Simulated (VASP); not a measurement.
The system is CuBr2N2.

```
Cu Br N
1.0
     3.83719   -3.88729    0.00000
     3.83719    3.88729    0.00000
    -0.73808    0.00000    3.96251
Cu Br N
1 2 2
Direct
  0.00000 0.00000 0.00000
  0.75273 0.75273 0.57773
  0.24727 0.24727 0.42227
  0.24109 0.75891 0.00000
  0.75891 0.24109 0.00000
```

Program: VASP 6.6.1. Alike in all runs: task single point; potentials or basis VASP PAW PBE potentials, release 64 (Cu, Br, N); cell as given; cutoff (eV) 520.

**Question.** Order these runs on this cell by their pressure, lowest first.
A. level PBE; spin collinear, ferromagnetic start; k mesh 2 × 2 × 2, shifted; smearing methfessel-paxton 0.074 eV
B. level PBE+U; spin collinear, ferromagnetic start; U Cu d U = 4.1 eV; k mesh 1 × 1 × 1; smearing gaussian 0.1 eV
C. level PBE; spin off; k mesh 1 × 1 × 2, shifted; smearing gaussian 0.1 eV
D. level PBE; spin collinear, ferromagnetic start; k mesh 2 × 2 × 2; smearing gaussian 0.1 eV

**Answer.** C (-3.1 GPa), A (-0.5 GPa), D (1.0 GPa), B (4.4 GPa).

Caveats: all runs use coarse meshes; a cell with one magnetic atom can't hold antiferromagnetic order, which such compounds often take (at least some runs); an odd number of electrons without spin polarisation forces a metal (at least some runs); a magnetic or distorted state may lie lower (at least some runs).
